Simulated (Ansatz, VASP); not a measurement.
# AlAs4: VASP beside Ansatz

```
CELL_PARAMETERS angstrom
0.00000 4.90577 4.90577
4.90577 0.00000 4.90577
4.90577 4.90577 0.00000
ATOMIC_POSITIONS crystal
Al 0.50000 0.50000 0.50000
Al 0.25000 0.25000 0.25000
As 0.49640 0.00360 0.00360
As 0.00360 0.49640 0.49640
As 0.00360 0.49640 0.00360
As 0.49640 0.00360 0.49640
As 0.00360 0.00360 0.49640
As 0.49640 0.49640 0.00360
As 0.75000 0.75000 0.75000
As 0.00000 0.00000 0.00000
```

Alike in both runs: functional PBE; k mesh 3 × 3 × 3; occupations gaussian, width 0.2 eV; no spin polarisation.

Ansatz relaxed the structure, and its values are those at the end. VASP's run is a single point on that final structure, the one shown.

|  | VASP | Ansatz |
| --- | --- | --- |
| version | VASP 6.6.1 | Ansatz 0.2.0 |
| potentials or method | VASP PAW PBE potentials, release 64 (Al, As), cutoff 500 eV | scalar-relativistic, plane waves, PAW |
| valence electrons in the cell | 46 | 126 |

|  | VASP | Ansatz | Ansatz less VASP |
| --- | --- | --- | --- |
| gap on the k mesh at the Fermi level (eV) | none | none | - |
| pressure (GPa) | 0.0 | -0.1 | -0.13 |
| rms of the force components (eV/Å) | 0.010 | 0.003 | -0.0069 |

A gap of «none» marks a metal or a gap that the smearing closes. VASP's potentials hold 46 valence electrons a cell and Ansatz's 126, so a difference there can come from the potentials and not from the codes.

The k mesh is coarse, so the values compare programs but aren't converged.
